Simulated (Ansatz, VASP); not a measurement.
## SnO: VASP beside Ansatz

```xyz
4
Lattice="3.8688 0.0000 0.0000 0.0000 3.8688 0.0000 0.0000 0.0000 5.0479" Properties=species:S:1:pos:R:3 pbc="T T T"
Sn    0.0000    1.9344    1.1581
Sn    1.9344    0.0000    3.8898
O     0.0000    0.0000    0.0000
O     1.9344    1.9344    0.0000
```

Alike in both runs: functional PBE; k mesh 4 × 4 × 4; occupations gaussian, width 0.1 eV; no spin polarisation.

Ansatz relaxed the structure, and its values are those at the end. VASP's run is a single point on that final structure, the one shown.

```csv
,VASP,Ansatz
version,VASP 6.6.1,Ansatz 0.2.0
potentials or method,"VASP PAW PBE potentials, release 64 (Sn_d, O), cutoff 520 eV","scalar-relativistic, plane waves, PAW"
valence electrons in the cell,40,40
```

|  | VASP | Ansatz | Ansatz less VASP |
| --- | --- | --- | --- |
| gap on the k mesh at the Fermi level (eV) | 0.49 | 0.48 | -0.010 |
| least direct gap on the mesh (eV) | 1.92 | 1.95 | +0.030 |
| pressure (GPa) | 0.3 | 0.1 | -0.19 |
| rms of the force components (eV/Å) | 0.031 | 0.000 | -0.0309 |
